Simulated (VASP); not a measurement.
# MgS (P6_3/mmc) in VASP: a series of runs, part 2 of 2

VASP 6.6.1.

## 5. Single point, r2SCAN (volume changed by +3%)

File POSCAR:

```
MgS
1.0
    4.3380744687      0.0000000000      0.0000000000
   -2.1690372343      3.7568826934      0.0000000000
    0.0000000000      0.0000000000      5.3374221164
Mg S
2 2
Direct
    0.3333333333      0.6666666667      0.2500000000
    0.6666666667      0.3333333333      0.7500000000
    0.6666666667      0.3333333333      0.2500000000
    0.3333333333      0.6666666667      0.7500000000
```

File INCAR.step1:

```
  ALGO = Normal
  EDIFF = 1E-4
  ENCUT = 520
  GGA = PE
  ISMEAR = 0
  LASPH = T
  LCHARG = F
  LREAL = F
  LWAVE = T
  NBANDS = 16
  NELM = 100
  PREC = Accurate
  SIGMA = 0.01
```

File INCAR.step2:

```
  ALGO = Normal
  EDIFF = 1E-6
  ENCUT = 520
  ISIF = 2
  ISMEAR = 0
  ISTART = 1
  LASPH = T
  LCHARG = T
  LELF = T
  LMIXTAU = T
  LREAL = F
  LVHAR = T
  LWAVE = F
  METAGGA = R2SCAN
  NBANDS = 16
  NELM = 100
  PREC = Accurate
  SIGMA = 0.01
```

File KPOINTS:

```
k-points
0
Gamma
  6 6 4
```

Potentials or basis: VASP PAW PBE potentials, release 64 (Mg, S).

The run is started by

```
$ cat potpaw_PBE.64/Mg/POTCAR potpaw_PBE.64/S/POTCAR > POTCAR
$ cp INCAR.step1 INCAR
$ mpirun -np 1 vasp_std > vasp.out
$ cp INCAR.step2 INCAR
$ mpirun -np 1 vasp_std > vasp.out
```

OUTCAR:

```text
EDIFF = 1E-6
   ENCUT = 520
   ISIF = 2
   ISMEAR = 0
   ISTART = 1
   LASPH = T
   LREAL = F
   METAGGA = R2SCAN
   NELM = 100
   PREC = Accurate

 ion  position               nearest neighbor table
   1  0.333  0.667  0.250-   3 2.50   3 2.50   3 2.50   4 2.67   4 2.67
   2  0.667  0.333  0.750-   4 2.50   4 2.50   4 2.50   3 2.67   3 2.67
   3  0.667  0.333  0.250-   1 2.50   1 2.50   1 2.50   2 2.67   2 2.67
   4  0.333  0.667  0.750-   2 2.50   2 2.50   2 2.50   1 2.67   1 2.67

  LATTYP: Found a hexagonal cell.
 ALAT       =     4.3380744687
 C/A-ratio  =     1.2303666419

  Lattice vectors:

 A1 = (   4.3380744687,   0.0000000000,   0.0000000000)
 A2 = (  -2.1690372343,   3.7568826934,   0.0000000000)
 A3 = (   0.0000000000,   0.0000000000,   5.3374221164)

Analysis of symmetry for initial positions (statically):
=====================================================================
 Subroutine PRICEL returns:
 Original cell was already a primitive cell.

 Routine SETGRP: Setting up the symmetry group for a
 hexagonal supercell.

 Subroutine GETGRP returns: Found 24 space group operations
 (whereof 12 operations were pure point group operations)
 out of a pool of 24 trial point group operations.

The static configuration has the point symmetry D_3d.
 The point group associated with its full space group is D_6h.

Analysis of symmetry for dynamics (positions and initial velocities):
=====================================================================
 Subroutine PRICEL returns:
 Original cell was already a primitive cell.

 Routine SETGRP: Setting up the symmetry group for a
 hexagonal supercell.

 Subroutine GETGRP returns: Found 24 space group operations
 (whereof 12 operations were pure point group operations)
 out of a pool of 24 trial point group operations.

The dynamic configuration has the point symmetry D_3d.
 The point group associated with its full space group is D_6h.

 Subroutine INISYM returns: Found 24 space group operations
[... 118 lines left out ...]
  volume/ion in A,a.u.               =      21.75       146.75
  Fermi-wavevector in a.u.,A,eV,Ry     =   0.931028  1.759388 11.793710  0.866813
  Thomas-Fermi vector in A             =   2.057478
   LORBIT       =      0    0 simple, 1 ext, 2 COOP (PROOUT), +10 PAW based schemes
   METAGGA = R2SCAN    functional components
   LHFCALC =     F    Hartree Fock is set to
   AEXX    =    0.0000 exact exchange contribution
   IVDW    =     0    specifies the selected vdW correction
   LEPSILON=     F    determine dielectric tensor
   LRPA    =     F    only Hartree local field effects (RPA)
 non-spin polarized calculation
 Gauss-broadening in eV      SIGMA  =   0.01
  energy-cutoff  :      520.00
  volume of cell :       86.99
 maximum number of plane-waves:      2360
   NGX = 17   NGY = 17   NGZ = 19

 number of electron      16.0000000 magnetization

 Free energy of the ion-electron system (eV)
  ---------------------------------------------------
  ext. energy  EPLUGINS =         0.00000000
  ---------------------------------------------------
  free energy    TOTEN  =       -30.81142097 eV

  energy without entropy =      -30.81142097  energy(sigma->0) =      -30.81142097

 E-fermi :   2.0245     XC(G=0):  -8.9759

 val. band max:        1.9173111276   @ k =   0.0000   0.0000   0.0000
 cond. band min:       5.4138149397   @ k =   0.0000   0.0000   0.0000
 fundamental gap:      3.4965038121
 Fermi energy:         2.0244614884

 k-point     1 :       0.0000    0.0000    0.0000
  band No.  band energies     occupation
      1     -10.7962      2.00000
      2      -9.3661      2.00000
      3      -1.8829      2.00000
      4      -0.0884      2.00000
      5      -0.0884      2.00000
      6       1.0412      2.00000
[... 376 lines left out ...]
      3      -2.0661      2.00000
      4      -2.0661      2.00000
      5      -0.7336      2.00000
      6      -0.7336      2.00000
[... 8 lines left out ...]
     15      10.9580      0.00000
     16      10.9580      0.00000

------------------------ aborting loop because EDIFF is reached ----------------------------------------

  FORCE on cell =-STRESS in cart. coord.  units (eV):
  Direction    XX          YY          ZZ          XY          YZ          ZX
  --------------------------------------------------------------------------------------
  -------------------------------------------------------------------------------------
  Total       -1.1963770     -1.1963770     -1.0903930     -0.0000000      0.0000000      0.0000000
  in kB      -22.0354773    -22.0354773    -20.0834092     -0.0000000      0.0000000      0.0000000
  external PRESSURE =     -21.3847879 kB  Pullay stress =       0.0000000 kB

 VOLUME and BASIS-vectors are now :
 -----------------------------------------------------------------------------
  energy-cutoff  :      520.00
  volume of cell :       86.99
      direct lattice vectors                 reciprocal lattice vectors
     4.338074469  0.000000000  0.000000000     0.230517020  0.133089064  0.000000000
    -2.169037234  3.756882693  0.000000000     0.000000000  0.266178127  0.000000000
     0.000000000  0.000000000  5.337422116     0.000000000  0.000000000  0.187356364

 POSITION                                       TOTAL-FORCE (eV/Angst)
 -----------------------------------------------------------------------------------
     -0.00000      2.50459      1.33436        -0.000000      0.000000      0.000000
      2.16904      1.25229      4.00307        -0.000000      0.000000      0.000000
      2.16904      1.25229      1.33436         0.000000     -0.000000      0.000000
     -0.00000      2.50459      4.00307         0.000000      0.000000      0.000000
 -----------------------------------------------------------------------------------
    total drift:                               -0.000000      0.000000     -0.000000

  FREE ENERGIE OF THE ION-ELECTRON SYSTEM (eV)
  ---------------------------------------------------
  free  energy   TOTEN  =       -30.8114209729 eV

  energy  without entropy=      -30.8114209729  energy(sigma->0) =      -30.81142097
```

OUTCAR.step1:

```text
EDIFF = 1E-4
   ENCUT = 520
   GGA = PE
   ISMEAR = 0
[... 624 lines left out ...]
     -0.00000      2.50459      1.33436         0.000000     -0.000000      0.000000
      2.16904      1.25229      4.00307         0.000000      0.000000      0.000000
      2.16904      1.25229      1.33436        -0.000000      0.000000      0.000000
     -0.00000      2.50459      4.00307        -0.000000      0.000000      0.000000
 -----------------------------------------------------------------------------------
    total drift:                               -0.000000      0.000000     -0.000000

  FREE ENERGIE OF THE ION-ELECTRON SYSTEM (eV)
  ---------------------------------------------------
  free  energy   TOTEN  =       -16.8760205026 eV

  energy  without entropy=      -16.8760205026  energy(sigma->0) =      -16.87602050
```

OSZICAR.step1:

```text
N       E                     dE             d eps       ncg     rms          rms(c)
DAV:   1     0.607824679999E+02    0.60782E+02   -0.59731E+03   672   0.812E+02
DAV:   2    -0.120232896137E+02   -0.72806E+02   -0.66340E+02   960   0.134E+02
DAV:   3    -0.178203023363E+02   -0.57970E+01   -0.57708E+01   904   0.415E+01
DAV:   4    -0.178914006122E+02   -0.71098E-01   -0.71088E-01   840   0.562E+00
DAV:   5    -0.178927375508E+02   -0.13369E-02   -0.13369E-02   896   0.786E-01    0.594E+00
DAV:   6    -0.169502288536E+02    0.94251E+00   -0.13893E+00   752   0.545E+00    0.455E+00
DAV:   7    -0.168665095202E+02    0.83719E-01   -0.39207E-01   856   0.293E+00    0.325E+00
DAV:   8    -0.168776599934E+02   -0.11150E-01   -0.39324E-02   760   0.128E+00    0.191E+00
DAV:   9    -0.168754946356E+02    0.21654E-02   -0.36468E-03   816   0.408E-01    0.445E-01
DAV:  10    -0.168760050964E+02   -0.51046E-03   -0.17487E-03   792   0.191E-01    0.117E-01
DAV:  11    -0.168760205026E+02   -0.15406E-04   -0.14737E-04   768   0.649E-02
   1 F= -.16876021E+02 E0= -.16876021E+02  d E =-.576599E-35
```

It took 70 s on 1 thread of Intel Xeon 6975P-C, shared host; peak memory 0.21 GiB.

Results:

```yaml
Free_energy: -30.8114 eV
Pressure: -2.1 GPa
Band_gap_on_the_k_mesh: 3.50 eV, direct
```

Stress tensor (GPa, compression positive):
```
-2.20  0.00  0.00
 0.00 -2.20  0.00
 0.00  0.00 -2.01
```

Caveat: the PAW data sets were made with another functional, which shifts forces and pressure a little.

## 6. Summary

| cell | gap on the mesh (eV) | pressure (GPa) |
| --- | --- | --- |
| a = 4.208, b = 4.208, c = 5.177 Å, angles 90.0, 90.0, 120.0°, 4 atoms | 3.75 | 4.2 |
| a = 4.252, b = 4.252, c = 5.232 Å, angles 90.0, 90.0, 120.0°, 4 atoms | 3.69 | 1.7 |
| a = 4.296, b = 4.296, c = 5.285 Å, angles 90.0, 90.0, 120.0°, 4 atoms | 3.63 | -0.4 |
| a = 4.338, b = 4.338, c = 5.337 Å, angles 90.0, 90.0, 120.0°, 4 atoms | 3.50 | -2.1 |

Alike in all rows: task single point; level r2SCAN; potentials or basis VASP PAW PBE potentials, release 64 (Mg, S); no spin polarisation; k mesh 6 × 6 × 4; cutoff (eV) 520; smearing gaussian 0.01 eV.

Caveats: the PAW data sets were made with another functional, which shifts forces and pressure a little.

Total energies depend on the potentials used, so only differences within one code and one set of settings carry meaning.
